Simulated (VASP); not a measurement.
## Ta: single point with r2SCAN

The system is Ta.

```xyz
1
Lattice="0.0000 2.0161 2.0161 2.0161 0.0000 2.0161 2.0161 2.0161 0.0000" Properties=species:S:1:pos:R:3 pbc="T T T"
Ta    0.0000    0.0000    0.0000
```

This cell differs from its parent crystal: volume scaled by 0.88.

```json
{
  "Program": "VASP 6.6.1",
  "Task": "single point",
  "Functional": "r2SCAN",
  "Potentials or basis": "VASP PAW PBE potentials, release 64 (Ta_pv)",
  "Cutoff": "520 eV",
  "k mesh": "14 × 14 × 14",
  "Occupations": "fermi-dirac, width 0.1 eV",
  "Spin": "no spin polarisation"
}
```

```
Pressure : 32.8 GPa
```

Levels at points of the mesh, in eV from the Fermi level:
| k point | band 1 | band 2 | band 3 | band 4 | band 5 | band 6 | band 7 | band 8 | band 9 | band 10 |
| --- | --- | --- | --- | --- | --- | --- | --- | --- | --- | --- |
| (0.00, 0.00, 0.00) | -34.32 | -34.32 | -34.32 | -9.16 | 0.40 | 0.40 | 0.40 | 4.25 | 4.25 | 11.99 |
| (0.50, 0.00, 0.00) | -35.99 | -34.54 | -34.54 | -5.49 | 0.15 | 0.15 | 1.05 | 7.06 | 7.06 | 11.98 |
| (0.50, 0.50, 0.00) | -35.88 | -34.91 | -34.91 | -5.47 | -4.33 | 3.77 | 7.14 | 7.87 | 7.87 | 11.99 |

It took 24 s on 1 thread of Intel(R) Xeon(R) 6975P-C (Granite Rapids), with other jobs on the host, peak memory 0.15 GiB.

Caveat: the PAW data sets were made with another functional, which shifts forces and pressure a little; spin-orbit coupling is left out, which moves the levels of the heavy elements.
